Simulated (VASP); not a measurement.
# K2S (Fm-3m) in VASP: a series of runs

The runs below take K2S through single point, with revPBE+D4, PBEsol.

All numbers are computed with VASP 6.6.1; they aren't measurements. Logs are shortened: lines on timing, memory, paths and dates and some standing lists are left out, and cuts for length are marked.

## 1. The cell of the first run

The structure is cubic, space group Fm-3m (No. 225). The conventional cell has a = 7.391 Å, b = 7.391 Å, c = 7.391 Å, α = 90.00°, β = 90.00°, γ = 90.00°. Within 4.2 Å of K (site symmetry -43m) lie 4 S at 3.20 Å and 6 K at 3.70 Å. Within 4.2 Å of S (site symmetry m-3m) lie 8 K at 3.20 Å.

## 2. Single point, revPBE+D4

INCAR reads:

```
SYSTEM = K2S
PREC = Accurate
ENCUT = 500
EDIFF = 1E-6
ISMEAR = 0
SIGMA = 0.05
LREAL = .FALSE.
LASPH = .TRUE.
NELM = 120
ALGO = Normal
ISIF = 2
LWAVE = .FALSE.
LCHARG = .FALSE.
GGA = RE
IVDW = 13
NBANDS = 19
GGA_COMPAT = .FALSE.
```

KPOINTS reads:

```
regular mesh
0
G
  6 6 6
  0 0 0
```

POSCAR reads:

```
K2S
1.0
    0.0000000000      3.6954997636      3.6954997636
    3.6954997636      0.0000000000      3.6954997636
    3.6954997636      3.6954997636      0.0000000000
K S
2 1
Direct
    0.2500000000      0.2500000000      0.2500000000
    0.7500000000      0.7500000000      0.7500000000
    0.0000000000      0.0000000000      0.0000000000
```

Potentials or basis: VASP PAW PBE potentials, release 64 (K_sv, S).

Command:

```sh
$ cat potpaw_PBE.64/K_sv/POTCAR potpaw_PBE.64/S/POTCAR > POTCAR
$ mpirun -np 1 vasp_std > vasp.out
```

OUTCAR:

```text
SYSTEM = K2S
   PREC = Accurate
   ENCUT = 500
   EDIFF = 1E-6
   ISMEAR = 0
   LREAL = .FALSE.
   LASPH = .TRUE.
   NELM = 120
   ISIF = 2
   GGA = RE
   IVDW = 13

 ion  position               nearest neighbor table
   1  0.250  0.250  0.250-   3 3.20   3 3.20   3 3.20   3 3.20   2 3.70   2 3.70   2 3.70   2 3.70
                             2 3.70   2 3.70
   2  0.750  0.750  0.750-   3 3.20   3 3.20   3 3.20   3 3.20   1 3.70   1 3.70   1 3.70   1 3.70
                             1 3.70   1 3.70
   3  0.000  0.000  0.000-   2 3.20   2 3.20   2 3.20   1 3.20   2 3.20   1 3.20   1 3.20   1 3.20

  LATTYP: Found a face centered cubic cell.
 ALAT       =     7.3909995272

  Lattice vectors:

 A1 = (   0.0000000000,   3.6954997636,   3.6954997636)
 A2 = (   3.6954997636,   0.0000000000,   3.6954997636)
 A3 = (   3.6954997636,   3.6954997636,   0.0000000000)

Analysis of symmetry for initial positions (statically):
=====================================================================
 Subroutine PRICEL returns:
 Original cell was already a primitive cell.

 Routine SETGRP: Setting up the symmetry group for a
 face centered cubic supercell.

 Subroutine GETGRP returns: Found 48 space group operations
 (whereof 48 operations were pure point group operations)
 out of a pool of 48 trial point group operations.

The static configuration has the point symmetry O_h .

Analysis of symmetry for dynamics (positions and initial velocities):
=====================================================================
 Subroutine PRICEL returns:
 Original cell was already a primitive cell.

 Routine SETGRP: Setting up the symmetry group for a
 face centered cubic supercell.

 Subroutine GETGRP returns: Found 48 space group operations
 (whereof 48 operations were pure point group operations)
 out of a pool of 48 trial point group operations.

The dynamic configuration has the point symmetry O_h .

 Subroutine INISYM returns: Found 48 space group operations
 (whereof 48 operations are pure point group operations),
 and found     1 'primitive' translations

----------------------------------------------------------------------------------------

                                     Primitive cell

  volume of cell :     100.9368

  direct lattice vectors                    reciprocal lattice vectors
     0.000000000  3.695499764  3.695499764    -0.135299697  0.135299697  0.135299697
     3.695499764  0.000000000  3.695499764     0.135299697 -0.135299697  0.135299697
     3.695499764  3.695499764  0.000000000     0.135299697  0.135299697 -0.135299697

  length of vectors
     5.226225885  5.226225885  5.226225885     0.234345950  0.234345950  0.234345950

  position of ions in fractional coordinates (direct lattice)
     0.250000000  0.250000000  0.250000000
     0.750000000  0.750000000  0.750000000
     0.000000000  0.000000000  0.000000000

  ion indices of the primitive-cell ions
   primitive index   ion index
                 1           1
                 2           2
                 3           3

----------------------------------------------------------------------------------------

 KPOINTS: regular mesh

Automatic generation of k-mesh.
 Grid dimensions read from file:
 generate k-points for:    6    6    6

 Generating k-lattice:

  Cartesian coordinates                     Fractional coordinates (reciprocal lattice)
    -0.022549950  0.022549950  0.022549950     0.166666667  0.000000000  0.000000000
     0.022549950 -0.022549950  0.022549950     0.000000000  0.166666667  0.000000000
     0.022549950  0.022549950 -0.022549950     0.000000000  0.000000000  0.166666667

  Length of vectors
     0.039057658  0.039057658  0.039057658

  Shift w.r.t. Gamma in fractional coordinates (k-lattice)
     0.000000000  0.000000000  0.000000000

 Subroutine IBZKPT returns following result:
 ===========================================

 Found     16 irreducible k-points:

 Following reciprocal coordinates:
            Coordinates               Weight
  0.000000  0.000000  0.000000      1.000000
  0.166667  0.000000  0.000000      8.000000
  0.333333  0.000000  0.000000      8.000000
  0.500000  0.000000  0.000000      4.000000
  0.166667  0.166667  0.000000      6.000000
  0.333333  0.166667  0.000000     24.000000
[... 8 lines left out ...]
 -0.333333  0.333333  0.166667     24.000000
 -0.333333  0.500000  0.166667     12.000000
   k-points           NKPTS =     16   k-points in BZ     NKDIM =     16   number of bands    NBANDS=     19
   number of dos      NEDOS =    301   number of ions     NIONS =      3
   total plane-waves  NPLWV =  64000
   dimension x,y,z NGX =    40 NGY =   40 NGZ =   40
   dimension x,y,z NGXF=    80 NGYF=   80 NGZF=   80
   ions per type =               2   1
   NGX,Y,Z   is equivalent  to a cutoff of  12.72, 12.72, 12.72 a.u.
   NGXF,Y,Z  is equivalent  to a cutoff of  25.45, 25.45, 25.45 a.u.
 SYSTEM =  K2S
   PREC   = accura    normal or accurate (medium, high low for compatibility)
   ISTART =      0    job   : 0-new  1-cont  2-samecut
   ICHARG =      2    charge: 1-file 2-atom 10-const
   ISPIN  =      1    spin polarized calculation?
   LNONCOLLINEAR =      F non collinear calculations
   LSORBIT =      F    spin-orbit coupling
   LASPH  =      T    aspherical Exc in radial PAW
   ENCUT  =  500.0 eV  36.75 Ry    6.06 a.u.   9.53  9.53  9.53*2*pi/ulx,y,z
   NELM   =    120;   NELMIN=  2; NELMDL= -5     # of ELM steps
   EDIFF  = 0.1E-05   stopping-criterion for ELM
   LREAL  =      F    real-space projection
   EDIFFG = 0.1E-04   stopping-criterion for IOM
   NSW    =      0    number of steps for IOM
   IBRION =     -1    ionic relax: 0-MD 1-quasi-New 2-CG
   NFREE  =      0    steps in history (QN), initial steepest desc. (CG)
   ISIF   =      2    stress and relaxation
   ISYM   =      2    0-nonsym 1-usesym 2-fastsym
   POTIM  = 0.5000    time-step for ionic-motion
   TEBEG  =    0.0;   TEEND  =   0.0 temperature during run
   PSTRESS=    0.0 pullay stress
   NELECT =      24.0000    total number of electrons
   NUPDOWN=      -1.0000    fix difference up-down
   EMIN   =  10.00;   EMAX   =-10.00  energy-range for DOS
   EFERMI =   0.00;   METHOD = LEGACY
   ISMEAR =     0;   SIGMA  =   0.05  broadening in eV -4-tet -1-fermi 0-gaus
   EFERMI_NEDOS =   21; number of points for ismear=-14 and -15
   IALGO  =     38    algorithm
   IMIX   =      4    mixing-type and parameters
     AMIX     =   0.40;   BMIX     =  1.00
     AMIX_MAG =   1.60;   BMIX_MAG =  1.00
  volume/ion in A,a.u.               =      33.65       227.05
  Fermi-wavevector in a.u.,A,eV,Ry     =   1.014212  1.916583 13.995305  1.028626
  Thomas-Fermi vector in A             =   2.147426
   LORBIT       =      0    0 simple, 1 ext, 2 COOP (PROOUT), +10 PAW based schemes
   GGA     = RE    functional components
   LHFCALC =     F    Hartree Fock is set to
   AEXX    =    0.0000 exact exchange contribution
   IVDW    =    13    specifies the selected vdW correction
   LEPSILON=     F    determine dielectric tensor
   LRPA    =     F    only Hartree local field effects (RPA)
 non-spin polarized calculation
 Gauss-broadening in eV      SIGMA  =   0.05
  energy-cutoff  :      500.00
  volume of cell :      100.94
 maximum number of plane-waves:      2637
 NGX is ok and might be reduce to    40
   NGX = 19   NGY = 19   NGZ = 19

 number of electron      23.9999996 magnetization

 Free energy of the ion-electron system (eV)
  ---------------------------------------------------
  ext. energy  EPLUGINS =         0.00000000
  ---------------------------------------------------
  free energy    TOTEN  =        -8.85476706 eV

  energy without entropy =       -8.85476706  energy(sigma->0) =       -8.85476706

 E-fermi :   0.1281     XC(G=0):  -7.0848

 val. band max:       -0.1873615878   @ k =   0.5000   0.5000   0.0000
 cond. band min:       2.4444524798   @ k =   0.0000   0.0000   0.0000
 fundamental gap:      2.6318140677
 Fermi energy:         0.1281224451

 k-point     1 :       0.0000    0.0000    0.0000
  band No.  band energies     occupation
      1     -29.5160      2.00000
      2     -29.4343      2.00000
      3     -13.0739      2.00000
      4     -13.0739      2.00000
      5     -13.0739      2.00000
      6     -12.8409      2.00000
[... 11 lines left out ...]
     18       7.4353      0.00000
     19       8.3537      0.00000

 k-point     2 :       0.1667    0.0000    0.0000
  band No.  band energies     occupation
      1     -29.5103      2.00000
      2     -29.4395      2.00000
      3     -13.0680      2.00000
      4     -13.0603      2.00000
      5     -13.0603      2.00000
      6     -12.8821      2.00000
[... 11 lines left out ...]
     18       7.5585      0.00000
     19       7.8977      0.00000

 k-point     3 :       0.3333    0.0000    0.0000
  band No.  band energies     occupation
      1     -29.4948      2.00000
      2     -29.4540      2.00000
      3     -13.0608      2.00000
      4     -13.0217      2.00000
      5     -13.0217      2.00000
      6     -12.9556      2.00000
[... 11 lines left out ...]
     18       7.5613      0.00000
     19       7.5613      0.00000

 k-point     4 :       0.5000    0.0000    0.0000
  band No.  band energies     occupation
      1     -29.4742      2.00000
      2     -29.4741      2.00000
      3     -13.0638      2.00000
      4     -12.9837      2.00000
      5     -12.9702      2.00000
      6     -12.9702      2.00000
[... 231 lines left out ...]
     18       7.5804      0.00000
     19       7.8658      0.00000

 k-point    15 :      -0.3333    0.3333    0.1667
  band No.  band energies     occupation
      1     -29.4739      2.00000
      2     -29.4738      2.00000
      3     -13.2161      2.00000
      4     -13.1345      2.00000
      5     -12.9757      2.00000
      6     -12.9733      2.00000
[... 11 lines left out ...]
     18       7.2629      0.00000
     19       7.9015      0.00000

 k-point    16 :      -0.3333    0.5000    0.1667
  band No.  band energies     occupation
      1     -29.4805      2.00000
      2     -29.4670      2.00000
      3     -13.2554      2.00000
      4     -13.1527      2.00000
      5     -13.0543      2.00000
      6     -12.8896      2.00000
[... 11 lines left out ...]
     18       7.5039      0.00000
     19       7.7607      0.00000

------------------------ aborting loop because EDIFF is reached ----------------------------------------

  DFT-D4 for vdW energy calculation

  Edisp (eV):   -0.44161

  FORCE on cell =-STRESS in cart. coord.  units (eV):
  Direction    XX          YY          ZZ          XY          YZ          ZX
  --------------------------------------------------------------------------------------
  -------------------------------------------------------------------------------------
  Total       0.55514     0.55514     0.55514    -0.00000    -0.00000     0.00000
  in kB       8.81184     8.81184     8.81184    -0.00000    -0.00000     0.00000
  external pressure =        8.81 kB  Pullay stress =        0.00 kB

 VOLUME and BASIS-vectors are now :
 -----------------------------------------------------------------------------
  energy-cutoff  :      500.00
  volume of cell :      100.94
      direct lattice vectors                 reciprocal lattice vectors
     0.000000000  3.695499764  3.695499764    -0.135299697  0.135299697  0.135299697
     3.695499764  0.000000000  3.695499764     0.135299697 -0.135299697  0.135299697
     3.695499764  3.695499764  0.000000000     0.135299697  0.135299697 -0.135299697

 POSITION                                       TOTAL-FORCE (eV/Angst)
 -----------------------------------------------------------------------------------
      1.84775      1.84775      1.84775        -0.000000     -0.000000     -0.000000
      5.54325      5.54325      5.54325         0.000000      0.000000      0.000000
      0.00000      0.00000      0.00000        -0.000000     -0.000000      0.000000
 -----------------------------------------------------------------------------------
    total drift:                               -0.000000     -0.000000      0.000000

  FREE ENERGIE OF THE ION-ELECTRON SYSTEM (eV)
  ---------------------------------------------------
  free  energy   TOTEN  =        -9.2963750478 eV

  energy  without entropy=       -9.2963750478  energy(sigma->0) =       -9.29637505
```

Run time: 60 s. Hardware: 1 thread of Intel Xeon 8259CL, shared host; peak memory 0.24 GiB.

Results:

```
Free energy                : -9.2964 eV
Pressure                   : 0.9 GPa
Band gap on the k mesh     : 2.63 eV (least direct gap 2.83 eV)
Dispersion energy per atom : -0.147 eV
```

Levels at points of the mesh, in eV from the valence-band top:
```
           k point  band 8  band 9  band 10  band 11  band 12  band 13  band 14  band 15  band 16  band 17
(0.00, 0.00, 0.00)  -12.65   -9.61    -0.20    -0.20    -0.20     2.63     5.57     5.57     7.62     7.62
(0.50, 0.00, 0.00)  -12.77   -9.41    -0.59    -0.07    -0.07     4.95     5.23     5.96     5.96     7.67
(0.50, 0.50, 0.00)  -12.59   -9.37    -0.72     0.00     0.00     3.73     5.44     6.73     6.79     7.77
```

Caveat: the PAW data sets were made with another functional, which shifts forces and pressure a little.

## 3. Single point, revPBE+D4 (33.80 Å³/atom)

This run uses another cell than the first one, of 33.80 Å³/atom.

INCAR reads:

```
SYSTEM = K2S
  PREC = Accurate
  ENCUT = 500
  EDIFF = 1E-6
  ISMEAR = 0
  SIGMA = 0.05
  LREAL = .False.
  LASPH = .True.
  NELM = 120
  ALGO = Normal
  ISIF = 2
  LWAVE = .False.
  LCHARG = .False.
  GGA = RE
  IVDW = 13
  NBANDS = 19
  GGA_COMPAT = .False.
```

KPOINTS reads:

```
Automatic mesh
0
Gamma
  6 6 6
  0 0 0
```

POSCAR reads:

```
K2S
1.0
    0.0000000000      3.7010469911      3.7010469911
    3.7010469911      0.0000000000      3.7010469911
    3.7010469911      3.7010469911      0.0000000000
K S
2 1
Direct
    0.2500000000      0.2500000000      0.2500000000
    0.7500000000      0.7500000000      0.7500000000
    0.0000000000      0.0000000000      0.0000000000
```

Potentials or basis: VASP PAW PBE potentials, release 64 (K_sv, S).

Command:

```sh
$ cat potpaw_PBE.64/K_sv/POTCAR potpaw_PBE.64/S/POTCAR > POTCAR
$ mpirun -np 1 vasp_std > vasp.out
```

Run time: 54 s. Hardware: 1 thread of Intel Xeon 8259CL, shared host; peak memory 0.24 GiB.

Results (log left out):

- Free energy: -9.2989 eV
- Pressure: 0.8 GPa
- Band gap on the k mesh: 2.62 eV (least direct gap 2.81 eV)
- Dispersion energy per atom: -0.147 eV

Levels at points of the mesh, in eV from the valence-band top:
```csv
k point,band 8,band 9,band 10,band 11,band 12,band 13,band 14,band 15,band 16,band 17
"(0.00, 0.00, 0.00)",-12.66,-9.60,-0.19,-0.19,-0.19,2.62,5.57,5.57,7.61,7.61
"(0.50, 0.00, 0.00)",-12.78,-9.41,-0.58,-0.07,-0.07,4.94,5.21,5.95,5.95,7.67
"(0.50, 0.50, 0.00)",-12.60,-9.37,-0.71,0.00,0.00,3.73,5.44,6.73,6.77,7.75
```

Caveat: the PAW data sets were made with another functional, which shifts forces and pressure a little. A k mesh can miss the band edges.

## 4. Single point, PBEsol (34.23 Å³/atom)

This run uses another cell than the first one, of 34.23 Å³/atom.

INCAR reads:

```
SYSTEM = K2S
ALGO     = Normal         ! electronic algorithm
EDIFF    = 1E-6           ! SCF threshold, eV
ENCUT    = 500            ! plane-wave cutoff, eV
GGA      = PS             ! functional
GGA_COMPAT= .FALSE.      
ISIF     = 2              ! what is computed and relaxed
ISMEAR   = 0              ! smearing method
LASPH    = .TRUE.         ! aspherical terms in the spheres
LCHARG   = .FALSE.        ! write CHGCAR
LREAL    = .FALSE.        ! projectors in reciprocal space
LWAVE    = .FALSE.        ! write WAVECAR
NBANDS   = 19             ! bands
NELM     = 120            ! most SCF steps
PREC     = Accurate       ! precision mode
SIGMA    = 0.05           ! smearing width, eV
```

KPOINTS reads:

```
k-points
0
G
  6 6 6
  0 0 0
```

POSCAR reads:

```
K2S
1.0
    0.0000000000      3.7166112491      3.7166112491
    3.7166112491      0.0000000000      3.7166112491
    3.7166112491      3.7166112491      0.0000000000
K S
2 1
Direct
    0.2500000000      0.2500000000      0.2500000000
    0.7500000000      0.7500000000      0.7500000000
    0.0000000000      0.0000000000      0.0000000000
```

Command:

```sh
$ cat potpaw_PBE.64/K_sv/POTCAR potpaw_PBE.64/S/POTCAR > POTCAR
$ mpirun -np 1 vasp_std > vasp.out
```

It took 50 s on 1 thread of Intel Xeon 8259CL, shared host; peak memory 0.23 GiB.

It converged, with:

- Free energy: -9.8563 eV
- Pressure: -0.7 GPa
- Band gap on the k mesh: 2.25 eV (least direct gap 2.44 eV)

Levels at points of the mesh, in eV from the valence-band top:
```
           k point  band 9  band 10  band 11  band 12  band 13  band 14  band 15  band 16
(0.00, 0.00, 0.00)   -9.58    -0.19    -0.19    -0.19     2.25     5.41     5.41     7.41
(0.50, 0.00, 0.00)   -9.38    -0.63    -0.06    -0.06     4.61     4.89     5.75     5.75
(0.50, 0.50, 0.00)   -9.34    -0.75     0.00     0.00     3.41     5.20     6.50     6.56
```

Caveat: the PAW data sets were made with another functional, which shifts forces and pressure a little. A k mesh can miss the band edges.

## 5. The runs side by side

```tsv
level	cell	gap on the mesh (eV)	pressure (GPa)
revPBE+D4	a = 5.226 Å, angles 60.0°, 3 atoms	2.63	0.9
revPBE+D4	a = 5.234 Å, angles 60.0°, 3 atoms	2.62	0.8
PBEsol	a = 5.256 Å, angles 60.0°, 3 atoms	2.25	-0.7
```

Alike in all rows: task single point; potentials or basis VASP PAW PBE potentials, release 64 (K_sv, S); no spin polarisation; k mesh 6 × 6 × 6; cutoff (eV) 500; smearing gaussian 0.05 eV.

Caveats: the PAW data sets were made with another functional, which shifts forces and pressure a little.

Total energies depend on the potentials used, so only differences within one code and one set of settings carry meaning.
